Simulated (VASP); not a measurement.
Runs of VASP 6.6.1 on LaAl3N2. The structure is that of space group P3m1 (No. 156), or close to it. The cells are those of the table. 

```tsv
task	cell	k mesh	cutoff (eV)	smearing	gap on the mesh (eV)	pressure (GPa)	largest force (eV/Å)
relaxation of cell and atoms	relaxed from a = 3.400, b = 3.400, c = 9.350 Å, angles 90.0, 90.0, 120.0°, 6 atoms	5 × 5 × 2	600	gaussian 0.2 eV	none	0.0	0.04
single point	a = 3.145, b = 3.145, c = 10.570 Å, angles 90.0, 90.0, 120.0°, 6 atoms	12 × 12 × 4	520	gaussian 0.1 eV	none	-0.2	0.01
relaxation of shape and atoms at fixed volume	relaxed from a = 3.084, b = 3.084, c = 10.334 Å, angles 90.0, 90.0, 120.0°, 6 atoms	12 × 12 × 4	600	gaussian 0.1 eV	none	7.1	-
single point	a = 3.144, b = 3.144, c = 10.570 Å, angles 90.0, 90.0, 120.0°, 6 atoms	12 × 12 × 4	520	gaussian 0.1 eV	none	(a)	0.01
single point	a = 3.086, b = 3.086, c = 10.319 Å, angles 90.0, 90.0, 120.0°, 6 atoms	12 × 12 × 4	520	gaussian 0.1 eV	none	7.1	0.01
single point	a = 3.143, b = 3.143, c = 10.614 Å, angles 90.0, 90.0, 120.0°, 6 atoms	5 × 5 × 2	520	gaussian 0.2 eV	none	-0.2	0.03
```

Alike in all rows: level PBE; potentials or basis VASP PAW PBE potentials, release 64 (La, Al, N); no spin polarisation.

Problem. Estimate the missing entries.

Solution. (a) -0.1.

Caveats: some runs use coarse meshes; spin-orbit coupling is left out, which moves the levels of the heavy elements; the relaxation stopped at a loose force limit of 0.08 eV/Å, so its end isn't a converged minimum (some runs).

A k mesh can miss the band edges, and the runs leave out spin-orbit coupling on La.

A gap of «none» marks levels without a gap at the run's occupations.
